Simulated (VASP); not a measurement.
# AlGa3N4 (P-43m) in VASP: a series of runs

AlGa3N4 is run at these levels: PBEsol; tasks: single point.

Program: VASP 6.6.1. These are calculated values, not measurements. Logs are shortened: lines on timing, memory, paths and dates and some standing lists are left out, and cuts for length are marked.

## (1) The cell of the first run

Symmetry: P-43m, No. 215, cubic system. The conventional cell has a = 4.468 Å, b = 4.468 Å, c = 4.468 Å, α = 90.00°, β = 90.00°, γ = 90.00°. Al (site symmetry -43m) has 4 N at 1.90 Å within 2.5 Å. Ga (site symmetry -42m) has 4 N at 1.95 Å within 2.6 Å. Within 2.5 Å of N (site symmetry 3m) lie 1 Al at 1.90 Å and 3 Ga at 1.95 Å.

## (2) Single point, PBEsol

Contents of INCAR:

```
PREC = Accurate ; ENCUT = 520
EDIFF = 1E-6 ; ISMEAR = 0
SIGMA = 0.02 ; LREAL = False
LASPH = True ; NELM = 60
ALGO = Normal ; ISIF = 2
LWAVE = False ; LCHARG = True
GGA = PS ; LELF = True
LVHAR = True ; NBANDS = 41
```

Contents of KPOINTS:

```
Automatic mesh
0
Gamma
  6 6 6
```

Contents of POSCAR:

```
AlGa3N4
1.0
    4.4676279143      0.0000000000      0.0000000000
    0.0000000000      4.4676279143      0.0000000000
    0.0000000000      0.0000000000      4.4676279143
Al Ga N
1 3 4
Direct
    0.0000000000      0.0000000000      0.0000000000
    0.5000000000      0.5000000000      0.0000000000
    0.5000000000      0.0000000000      0.5000000000
    0.0000000000      0.5000000000      0.5000000000
    0.7550309220      0.7550309220      0.2449690780
    0.7550309220      0.2449690780      0.7550309220
    0.2449690780      0.7550309220      0.7550309220
    0.2449690780      0.2449690780      0.2449690780
```

Potentials or basis: VASP PAW PBE potentials, release 64 (Al, Ga_d, N).

On the command line:

```sh
$ cat potpaw_PBE.64/Al/POTCAR potpaw_PBE.64/Ga_d/POTCAR potpaw_PBE.64/N/POTCAR > POTCAR
$ mpirun -np 1 vasp_std > vasp.out
```

OUTCAR:

```text
PREC = Accurate
   ENCUT = 520
   EDIFF = 1E-6
   ISMEAR = 0
   LREAL = False
   LASPH = True
   NELM = 60
   ISIF = 2
   GGA = PS

 ion  position               nearest neighbor table
   1  0.000  0.000  0.000-   5 1.90   6 1.90   7 1.90   8 1.90
   2  0.500  0.500  0.000-   5 1.95   6 1.95   7 1.95   8 1.95
   3  0.500  0.000  0.500-   5 1.95   6 1.95   7 1.95   8 1.95
   4  0.000  0.500  0.500-   5 1.95   6 1.95   7 1.95   8 1.95
   5  0.755  0.755  0.245-   1 1.90   2 1.95   3 1.95   4 1.95
   6  0.755  0.245  0.755-   1 1.90   2 1.95   3 1.95   4 1.95
   7  0.245  0.755  0.755-   1 1.90   2 1.95   3 1.95   4 1.95
   8  0.245  0.245  0.245-   1 1.90   2 1.95   3 1.95   4 1.95

  LATTYP: Found a simple cubic cell.
 ALAT       =     4.4676279143

  Lattice vectors:

 A1 = (   4.4676279143,   0.0000000000,   0.0000000000)
 A2 = (   0.0000000000,   4.4676279143,   0.0000000000)
 A3 = (   0.0000000000,   0.0000000000,   4.4676279143)

Analysis of symmetry for initial positions (statically):
=====================================================================
 Subroutine PRICEL returns:
 Original cell was already a primitive cell.

 Routine SETGRP: Setting up the symmetry group for a
 simple cubic supercell.

 Subroutine GETGRP returns: Found 24 space group operations
 (whereof 24 operations were pure point group operations)
 out of a pool of 48 trial point group operations.

The static configuration has the point symmetry T_d .

Analysis of symmetry for dynamics (positions and initial velocities):
=====================================================================
 Subroutine PRICEL returns:
 Original cell was already a primitive cell.

 Routine SETGRP: Setting up the symmetry group for a
 simple cubic supercell.

 Subroutine GETGRP returns: Found 24 space group operations
 (whereof 24 operations were pure point group operations)
 out of a pool of 48 trial point group operations.

The dynamic configuration has the point symmetry T_d .

 Subroutine INISYM returns: Found 24 space group operations
 (whereof 24 operations are pure point group operations),
 and found     1 'primitive' translations

----------------------------------------------------------------------------------------

                                     Primitive cell

  volume of cell :      89.1725

  direct lattice vectors                    reciprocal lattice vectors
     4.467627914  0.000000000  0.000000000     0.223832427  0.000000000  0.000000000
     0.000000000  4.467627914  0.000000000     0.000000000  0.223832427  0.000000000
     0.000000000  0.000000000  4.467627914     0.000000000  0.000000000  0.223832427

  length of vectors
     4.467627914  4.467627914  4.467627914     0.223832427  0.223832427  0.223832427

  position of ions in fractional coordinates (direct lattice)
     0.000000000  0.000000000  0.000000000
     0.500000000  0.500000000  0.000000000
     0.500000000  0.000000000  0.500000000
     0.000000000  0.500000000  0.500000000
     0.755030922  0.755030922  0.244969078
     0.755030922  0.244969078  0.755030922
     0.244969078  0.755030922  0.755030922
     0.244969078  0.244969078  0.244969078

  ion indices of the primitive-cell ions
   primitive index   ion index
                 1           1
                 2           2
                 3           3
                 4           4
                 5           5
                 6           6
                 7           7
                 8           8

----------------------------------------------------------------------------------------

 KPOINTS: Automatic mesh

Automatic generation of k-mesh.
 Grid dimensions read from file:
 generate k-points for:    6    6    6

 Generating k-lattice:

  Cartesian coordinates                     Fractional coordinates (reciprocal lattice)
     0.037305405  0.000000000  0.000000000     0.166666667  0.000000000  0.000000000
     0.000000000  0.037305405  0.000000000     0.000000000  0.166666667  0.000000000
     0.000000000  0.000000000  0.037305405     0.000000000  0.000000000  0.166666667

  Length of vectors
     0.037305405  0.037305405  0.037305405

  Shift w.r.t. Gamma in fractional coordinates (k-lattice)
     0.000000000  0.000000000  0.000000000

 Subroutine IBZKPT returns following result:
 ===========================================

 Found     20 irreducible k-points:

 Following reciprocal coordinates:
            Coordinates               Weight
  0.000000  0.000000  0.000000      1.000000
  0.166667  0.000000  0.000000      6.000000
  0.333333  0.000000  0.000000      6.000000
  0.500000  0.000000  0.000000      3.000000
  0.166667  0.166667  0.000000     12.000000
  0.333333  0.166667  0.000000     24.000000
[... 12 lines left out ...]
  0.500000  0.500000  0.333333      6.000000
  0.500000  0.500000  0.500000      1.000000
   k-points           NKPTS =     20   k-points in BZ     NKDIM =     20   number of bands    NBANDS=     41
   number of dos      NEDOS =    301   number of ions     NIONS =      8
   total plane-waves  NPLWV =  46656
   dimension x,y,z NGX =    36 NGY =   36 NGZ =   36
   dimension x,y,z NGXF=    72 NGYF=   72 NGZF=   72
   ions per type =               1   3   4
   NGX,Y,Z   is equivalent  to a cutoff of  13.40, 13.40, 13.40 a.u.
   NGXF,Y,Z  is equivalent  to a cutoff of  26.79, 26.79, 26.79 a.u.
 SYSTEM =  unknown system
   PREC   = accura    normal or accurate (medium, high low for compatibility)
   ISTART =      0    job   : 0-new  1-cont  2-samecut
   ICHARG =      2    charge: 1-file 2-atom 10-const
   ISPIN  =      1    spin polarized calculation?
   LNONCOLLINEAR =      F non collinear calculations
   LSORBIT =      F    spin-orbit coupling
   LASPH  =      T    aspherical Exc in radial PAW
   ENCUT  =  520.0 eV  38.22 Ry    6.18 a.u.   8.31  8.31  8.31*2*pi/ulx,y,z
   NELM   =     60;   NELMIN=  2; NELMDL= -5     # of ELM steps
   EDIFF  = 0.1E-05   stopping-criterion for ELM
   LREAL  =      F    real-space projection
   EDIFFG = 0.1E-04   stopping-criterion for IOM
   NSW    =      0    number of steps for IOM
   IBRION =     -1    ionic relax: 0-MD 1-quasi-New 2-CG
   NFREE  =      0    steps in history (QN), initial steepest desc. (CG)
   ISIF   =      2    stress and relaxation
   ISYM   =      2    0-nonsym 1-usesym 2-fastsym
   POTIM  = 0.5000    time-step for ionic-motion
   TEBEG  =    0.0;   TEEND  =   0.0 temperature during run
   PSTRESS=    0.0 pullay stress
   NELECT =      62.0000    total number of electrons
   NUPDOWN=      -1.0000    fix difference up-down
   EMIN   =  10.00;   EMAX   =-10.00  energy-range for DOS
   EFERMI =   0.00;   METHOD = LEGACY
   ISMEAR =     0;   SIGMA  =   0.02  broadening in eV -4-tet -1-fermi 0-gaus
   EFERMI_NEDOS =   21; number of points for ismear=-14 and -15
   IALGO  =     38    algorithm
   IMIX   =      4    mixing-type and parameters
     AMIX     =   0.40;   BMIX     =  1.00
     AMIX_MAG =   1.60;   BMIX_MAG =  1.00
  volume/ion in A,a.u.               =      11.15        75.22
  Fermi-wavevector in a.u.,A,eV,Ry     =   1.450313  2.740694 28.618599  2.103408
  Thomas-Fermi vector in A             =   2.567939
   LORBIT       =      0    0 simple, 1 ext, 2 COOP (PROOUT), +10 PAW based schemes
   GGA     = PS    functional components
   LHFCALC =     F    Hartree Fock is set to
   AEXX    =    0.0000 exact exchange contribution
   IVDW    =     0    specifies the selected vdW correction
   LEPSILON=     F    determine dielectric tensor
   LRPA    =     F    only Hartree local field effects (RPA)
 non-spin polarized calculation
 Gauss-broadening in eV      SIGMA  =   0.02
  energy-cutoff  :      520.00
  volume of cell :       89.17
 maximum number of plane-waves:      2469
 NGX is ok and might be reduce to    36
   NGX = 17   NGY = 17   NGZ = 17

 number of electron      61.9999964 magnetization

 Free energy of the ion-electron system (eV)
  ---------------------------------------------------
  ext. energy  EPLUGINS =         0.00000000
  ---------------------------------------------------
  free energy    TOTEN  =       -54.96761092 eV

  energy without entropy =      -54.96761092  energy(sigma->0) =      -54.96761092

 E-fermi :   5.4395     XC(G=0): -11.7433

 val. band max:        5.3148297718   @ k =   0.0000   0.0000   0.0000
 cond. band min:       7.6242263573   @ k =   0.0000   0.0000   0.0000
 fundamental gap:      2.3093965855
 Fermi energy:         5.4395399531

 k-point     1 :       0.0000    0.0000    0.0000
  band No.  band energies     occupation
      1     -10.3709      2.00000
      2      -9.0712      2.00000
      3      -9.0712      2.00000
      4      -9.0712      2.00000
      5      -7.7982      2.00000
      6      -7.7768      2.00000
[... 33 lines left out ...]
     40      16.0780      0.00000
     41      16.0781      0.00000

 k-point     2 :       0.1667    0.0000    0.0000
  band No.  band energies     occupation
      1     -10.2576      2.00000
      2      -9.1096      2.00000
      3      -9.0729      2.00000
      4      -9.0729      2.00000
      5      -7.7933      2.00000
      6      -7.7736      2.00000
[... 33 lines left out ...]
     40      16.2931      0.00000
     41      16.3033      0.00000

 k-point     3 :       0.3333    0.0000    0.0000
  band No.  band energies     occupation
      1      -9.9529      2.00000
      2      -9.2528      2.00000
      3      -9.0762      2.00000
      4      -9.0762      2.00000
      5      -7.7627      2.00000
      6      -7.7586      2.00000
[... 33 lines left out ...]
     40      16.6531      0.00000
     41      16.8143      0.00000

 k-point     4 :       0.5000    0.0000    0.0000
  band No.  band energies     occupation
      1      -9.6275      2.00000
      2      -9.4910      2.00000
      3      -9.0779      2.00000
      4      -9.0779      2.00000
      5      -7.7353      2.00000
      6      -7.7294      2.00000
[... 649 lines left out ...]
     40      15.5695      0.00000
     41      15.7083      0.00000

 k-point    19 :       0.5000    0.5000    0.3333
  band No.  band energies     occupation
      1      -9.4101      2.00000
      2      -9.2277      2.00000
      3      -9.2277      2.00000
      4      -9.2160      2.00000
      5      -7.7815      2.00000
      6      -7.7815      2.00000
[... 33 lines left out ...]
     40      15.5213      0.00000
     41      15.5733      0.00000

 k-point    20 :       0.5000    0.5000    0.5000
  band No.  band energies     occupation
      1      -9.4161      2.00000
      2      -9.2239      2.00000
      3      -9.2239      2.00000
      4      -9.2239      2.00000
      5      -7.7856      2.00000
      6      -7.7856      2.00000
[... 33 lines left out ...]
     40      15.2195      0.00000
     41      15.2195      0.00000

------------------------ aborting loop because EDIFF is reached ----------------------------------------

  FORCE on cell =-STRESS in cart. coord.  units (eV):
  Direction    XX          YY          ZZ          XY          YZ          ZX
  --------------------------------------------------------------------------------------
  -------------------------------------------------------------------------------------
  Total       -0.0973082     -0.0973082     -0.0973082     -0.0000000      0.0000000     -0.0000000
  in kB       -1.7483530     -1.7483530     -1.7483530     -0.0000000      0.0000000     -0.0000000
  external PRESSURE =      -1.7483530 kB  Pullay stress =       0.0000000 kB

 VOLUME and BASIS-vectors are now :
 -----------------------------------------------------------------------------
  energy-cutoff  :      520.00
  volume of cell :       89.17
      direct lattice vectors                 reciprocal lattice vectors
     4.467627914  0.000000000  0.000000000     0.223832427  0.000000000  0.000000000
     0.000000000  4.467627914  0.000000000     0.000000000  0.223832427  0.000000000
     0.000000000  0.000000000  4.467627914     0.000000000  0.000000000  0.223832427

 POSITION                                       TOTAL-FORCE (eV/Angst)
 -----------------------------------------------------------------------------------
      0.00000      0.00000      0.00000         0.000000     -0.000000     -0.000000
      2.23381      2.23381      0.00000        -0.000000     -0.000000     -0.000000
      2.23381      0.00000      2.23381         0.000000     -0.000000     -0.000000
      0.00000      2.23381      2.23381         0.000000     -0.000000     -0.000000
      3.37320      3.37320      1.09443        -0.004949     -0.004949      0.004949
      3.37320      1.09443      3.37320        -0.004949      0.004949     -0.004949
      1.09443      3.37320      3.37320         0.004949     -0.004949     -0.004949
      1.09443      1.09443      1.09443         0.004949      0.004949      0.004949
 -----------------------------------------------------------------------------------
    total drift:                               -0.000000     -0.000000     -0.000000

  FREE ENERGIE OF THE ION-ELECTRON SYSTEM (eV)
  ---------------------------------------------------
  free  energy   TOTEN  =       -54.9676109246 eV

  energy  without entropy=      -54.9676109246  energy(sigma->0) =      -54.96761092
```

Wall time 58 s (1 thread of Intel Xeon Platinum 8488C (Sapphire Rapids), shared host); peak memory 0.22 GiB.

Results:

| Quantity | Value |
| --- | --- |
| Free energy | -54.9676 eV |
| Pressure | -0.2 GPa |
| Largest force | 0.009 eV/Å |
| Band gap on the k mesh | 2.31 eV, direct |

Forces in eV/Å, atoms in the order of the input:
```
Al   0.000  0.000  0.000
Ga   0.000  0.000  0.000
Ga   0.000  0.000  0.000
Ga   0.000  0.000  0.000
N   -0.005 -0.005  0.005
N   -0.005  0.005 -0.005
N    0.005 -0.005 -0.005
N    0.005  0.005  0.005
```

Caveat: the PAW data sets were made with another functional, which shifts forces and pressure a little. Expect the measured gap to be larger: semilocal functionals such as PBEsol lack the derivative discontinuity.

## (3) Single point, PBEsol

This run uses another cell than the first one, of 11.18 Å³/atom, 1.003 times its volume.

Contents of INCAR:

```
ALGO = Normal
EDIFF = 1E-6
ENCUT = 520
GGA = PS
ISIF = 2
ISMEAR = 0
LASPH = True
LCHARG = True
LELF = True
LREAL = False
LVHAR = True
LWAVE = False
NBANDS = 41
NELM = 60
PREC = Accurate
SIGMA = 0.1
```

Contents of KPOINTS:

```
k-points
0
Gamma
  4 4 4
```

Contents of POSCAR:

```
AlGa3N4
1.0
    4.4716853600      0.0000000000      0.0000000000
    0.0000000000      4.4716853600      0.0000000000
    0.0000000000      0.0000000000      4.4716853600
Al Ga N
1 3 4
Direct
    0.0000000000      0.0000000000      0.0000000000
    0.5000000000      0.5000000000      0.0000000000
    0.5000000000      0.0000000000      0.5000000000
    0.0000000000      0.5000000000      0.5000000000
    0.7557144200      0.7557144200      0.2442855800
    0.7557144200      0.2442855800      0.7557144200
    0.2442855800      0.7557144200      0.7557144200
    0.2442855800      0.2442855800      0.2442855800
```

Potentials or basis: VASP PAW PBE potentials, release 64 (Al, Ga_d, N).

On the command line:

```sh
$ cat potpaw_PBE.64/Al/POTCAR potpaw_PBE.64/Ga_d/POTCAR potpaw_PBE.64/N/POTCAR > POTCAR
$ mpirun -np 1 vasp_std > vasp.out
```

OUTCAR:

```text
EDIFF = 1E-6
   ENCUT = 520
   GGA = PS
   ISIF = 2
   ISMEAR = 0
   LASPH = True
   LREAL = False
   NELM = 60
   PREC = Accurate

 ion  position               nearest neighbor table
   1  0.000  0.000  0.000-   5 1.89   6 1.89   7 1.89   8 1.89
   2  0.500  0.500  0.000-   5 1.95   6 1.95   7 1.95   8 1.95
   3  0.500  0.000  0.500-   5 1.95   6 1.95   7 1.95   8 1.95
   4  0.000  0.500  0.500-   5 1.95   6 1.95   7 1.95   8 1.95
[... 639 lines left out ...]
  Total       -0.3953893     -0.3953893     -0.3953893     -0.0000000     -0.0000000      0.0000000
  in kB       -7.0847049     -7.0847049     -7.0847049     -0.0000000     -0.0000000      0.0000000
  external PRESSURE =      -7.0847049 kB  Pullay stress =       0.0000000 kB

 VOLUME and BASIS-vectors are now :
 -----------------------------------------------------------------------------
  energy-cutoff  :      520.00
  volume of cell :       89.42
      direct lattice vectors                 reciprocal lattice vectors
     4.471685360  0.000000000  0.000000000     0.223629330  0.000000000  0.000000000
     0.000000000  4.471685360  0.000000000     0.000000000  0.223629330  0.000000000
     0.000000000  0.000000000  4.471685360     0.000000000  0.000000000  0.223629330

 POSITION                                       TOTAL-FORCE (eV/Angst)
 -----------------------------------------------------------------------------------
      0.00000      0.00000      0.00000         0.000000      0.000000      0.000000
      2.23584      2.23584      0.00000         0.000000     -0.000000      0.000000
      2.23584      0.00000      2.23584         0.000000      0.000000     -0.000000
      0.00000      2.23584      2.23584         0.000000     -0.000000      0.000000
      3.37932      3.37932      1.09237        -0.080133     -0.080133      0.080133
      3.37932      1.09237      3.37932        -0.080133      0.080133     -0.080133
      1.09237      3.37932      3.37932         0.080133     -0.080133     -0.080133
      1.09237      1.09237      1.09237         0.080133      0.080133      0.080133
 -----------------------------------------------------------------------------------
    total drift:                               -0.000000     -0.000000     -0.000000

  FREE ENERGIE OF THE ION-ELECTRON SYSTEM (eV)
  ---------------------------------------------------
  free  energy   TOTEN  =       -54.9633742760 eV

  energy  without entropy=      -54.9633742760  energy(sigma->0) =      -54.96337428
```

Run time: 37 s. Hardware: 1 thread of Intel Xeon Platinum 8488C (Sapphire Rapids), shared host; peak memory 0.2 GiB.

What came out:

```yaml
Free_energy: -54.9634 eV
Pressure: -0.7 GPa
Largest_force: 0.139 eV/Å
Band_gap_on_the_k_mesh: 2.29 eV, direct
```

Forces in eV/Å, atoms in the order of the input:
```
Al   0.000  0.000  0.000
Ga   0.000  0.000  0.000
Ga   0.000  0.000  0.000
Ga   0.000  0.000  0.000
N   -0.080 -0.080  0.080
N   -0.080  0.080 -0.080
N    0.080 -0.080 -0.080
N    0.080  0.080  0.080
```

Caveat: the PAW data sets were made with another functional, which shifts forces and pressure a little. PBEsol gaps usually lie below the measured ones, often by a third to a half.

(Part 1 of 2 ends here.)
